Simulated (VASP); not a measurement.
Input of a VASP 6.6.1 run:

File INCAR:

```
  PREC = Accurate
  ENCUT = 520
  EDIFF = 1E-7
  ISMEAR = 0
  SIGMA = 0.1
  LREAL = F
  LASPH = T
  NELM = 100
  ALGO = Normal
  ISIF = 2
  LWAVE = F
  LCHARG = F
  GGA = PE
  NBANDS = 28
```

Contents of KPOINTS:

```
Automatic mesh
0
Gamma
  15 15 4
```

The input POSCAR:

```
BSe
1.0
    3.3028279266      0.0000000000      0.0000000000
   -1.6514139633      2.8603328887      0.0000000000
    0.0000000000      0.0000000000     11.1964703979
B Se
4 4
Direct
    0.6666666667      0.3333333333      0.1190725354
    0.6666666667      0.3333333333      0.3809274646
    0.3333333333      0.6666666667      0.6190725354
    0.3333333333      0.6666666667      0.8809274646
    0.0000000000      0.0000000000      0.0000000000
    0.3333333333      0.6666666667      0.2500000000
    0.0000000000      0.0000000000      0.5000000000
    0.6666666667      0.3333333333      0.7500000000
```

Potentials or basis: VASP PAW PBE potentials, release 64 (B, Se).

Run with:

```bash
$ cat potpaw_PBE.64/B/POTCAR potpaw_PBE.64/Se/POTCAR > POTCAR
$ mpirun -np 1 vasp_std > vasp.out
```

What does it give for the band gap on the k mesh?

Zero (bands 18 and 19 overlap by 2.58 eV).

Predict the pressure.

0.1 GPa.
